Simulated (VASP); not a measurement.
A run of VASP 6.6.1 is set up as follows.

File INCAR:

```
SYSTEM = AlN
PREC = Accurate
ENCUT = 520
EDIFF = 1E-7
ISMEAR = -1
SIGMA = 0.05
LREAL = .FALSE.
LASPH = .TRUE.
NELM = 80
ALGO = Normal
ISIF = 2
LWAVE = .FALSE.
LCHARG = .FALSE.
GGA = RE
IVDW = 12
NBANDS = 16
```

File KPOINTS:

```
regular mesh
0
G
  10 10 6
  0 0 0
```

The input POSCAR:

```
AlN
1.0
    3.1021232101      0.0000000000      0.0000000000
   -1.5510616051      2.6865175056      0.0000000000
    0.0000000000      0.0000000000      4.9636116219
Al N
2 2
Direct
    0.6666666667      0.3333333333      0.4989586896
    0.3333333333      0.6666666667     -0.0010413104
    0.6666666667      0.3333333333      0.8810413104
    0.3333333333      0.6666666667      0.3810413104
```

Potentials or basis: VASP PAW PBE potentials, release 64 (Al, N).

Run with:

```console
$ cat potpaw_PBE.64/Al/POTCAR potpaw_PBE.64/N/POTCAR > POTCAR
$ mpirun -np 1 vasp_std > vasp.out
```

Q: Estimate the band gap on the k mesh.

A: 4.32 eV, direct.

Q: What does it give for the dispersion energy per atom?

A: -0.530 eV.

Stress tensor (GPa, compression positive):
```
-0.62  0.00  0.00
 0.00 -0.62  0.00
 0.00  0.00 -0.53
```

Caveat: the PAW data sets were made with another functional, which shifts forces and pressure a little.

**Measured values to compare with.**

From “Structural and optical properties of self-assembled AlN nanowires grown on SiO2/Si substrates by molecular beam epitaxy”, 2024, arxiv:2402.00216, for a bulk crystal of AlN at 0 K: band gap 6.0343 eV (an exciton energy, a little under the gap).

Against the measured gap of AlN, 6.0343 eV (an exciton energy, a little under the gap; 0 K; quoted in “Structural and optical properties of self-assembled AlN nanowires grown on SiO2/Si substrates by molecular beam epitaxy”, 2024, arxiv:2402.00216), the calculated 4.32 eV is off by -1.72 eV. 2 values of this kind are on record (6.034 to 6.0343 eV); this one was drawn at random. The value is that of revPBE+D3(BJ) on a finite k mesh, which can miss the band edges, without temperature or zero-point motion. Semilocal functionals fall short of measured gaps as a rule.
